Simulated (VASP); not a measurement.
**ZnRh3: single point with LDA**

The system is ZnRh3.

```
CELL_PARAMETERS angstrom
-1.89814 1.89814 3.78818
1.89814 -1.89814 3.78818
1.89814 1.89814 -3.78818
ATOMIC_POSITIONS crystal
Zn 0.00000 0.00000 0.00000
Rh 0.75000 0.25000 0.50000
Rh 0.25000 0.75000 0.50000
Rh 0.50000 0.50000 0.00000
```

```yaml
Program: VASP 6.6.1
Task: single point
Functional: LDA
Potentials_or_basis: VASP PAW LDA potentials, release 64 (Zn, Rh_sv_GW)
Cutoff: 620 eV
k_mesh: 8 × 8 × 8
Occupations: fermi-dirac, width 0.1 eV
Spin: no spin polarisation
```

| Item | Value |
| --- | --- |
| Pressure | -9.5 GPa |
| Band gap on the k mesh | zero (an odd number of electrons rules out a gap without spin polarisation) |

Stress tensor (GPa, compression positive):
```
-9.71  0.00  0.00
 0.00 -9.71  0.00
 0.00  0.00 -9.14
```

Levels at points of the mesh, in eV from the Fermi level:
| k point | band 29 | band 30 | band 31 | band 32 | band 33 | band 34 |
| --- | --- | --- | --- | --- | --- | --- |
| (0.00, 0.00, 0.00) | -0.78 | 0.05 | 0.05 | 0.24 | 1.38 | 2.23 |
| (0.50, 0.00, 0.00) | -1.16 | -1.11 | -1.02 | -0.99 | 0.44 | 0.96 |
| (0.50, 0.50, 0.00) | -0.69 | -0.49 | -0.42 | 0.25 | 0.34 | 0.65 |
| (0.50, 0.50, 0.50) | -0.51 | 0.13 | 0.51 | 0.51 | 0.73 | 1.37 |

Wall time 3.8 min on 1 thread of Intel(R) Xeon(R) Platinum 8259CL CPU @ 2.50GHz (Skylake/Cascade Lake) (shared host), peak memory 0.31 GiB.

Caveat: the cell stands under tension.
